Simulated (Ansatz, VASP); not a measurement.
## Two plane-wave programs on Ga8Sb3P5

```
Ga Sb P
1.0
     0.00000    5.68555    5.70777
     5.68555    0.00000    5.70777
     5.68555    5.68555    0.00000
Ga Sb P
8 3 5
Direct
  0.98547 0.98547 0.01408
  0.98547 0.98547 0.51497
  0.01408 0.51497 0.98547
  0.99246 0.51804 0.49475
  0.51497 0.01408 0.98547
  0.51804 0.99246 0.49475
  0.49475 0.49475 0.99246
  0.49475 0.49475 0.51804
  0.12500 0.12500 0.12500
  0.12459 0.12459 0.62541
  0.62541 0.62541 0.12459
  0.12531 0.62469 0.12531
  0.12531 0.62469 0.62469
  0.62469 0.12531 0.12531
  0.62469 0.12531 0.62469
  0.62500 0.62500 0.62500
```

Alike in both runs: functional PBEsol; k mesh 4 × 4 × 4; occupations gaussian, width 0.01 eV; no spin polarisation.

Ansatz relaxed the structure, and its values are those at the end. VASP's run is a single point on that final structure, the one shown.

```csv
,VASP,Ansatz
version,VASP 6.6.1,Ansatz 0.2.0
potentials or method,"VASP PAW PBE potentials, release 64 (Ga_d, Sb, P)","scalar-relativistic, plane waves, PAW"
plane-wave cutoff (eV),520,420
valence electrons in the cell,144,174
```

|  | VASP | Ansatz | Ansatz less VASP |
| --- | --- | --- | --- |
| gap on the k mesh at the Fermi level (eV) | none | none | - |
| pressure (GPa) | 0.1 | 0.0 | -0.07 |
| rms of the force components (eV/Å) | 0.008 | 0.002 | -0.0059 |

VASP's potentials were made for PBE, not for PBEsol. A gap of «none» marks a metal or a gap that the smearing closes. The functional is the same, so the differences come from potentials, cutoffs and numerics. VASP's potentials hold 144 valence electrons a cell and Ansatz's 174, so a difference there can come from the potentials and not from the codes.

Neither program's run includes spin-orbit coupling.
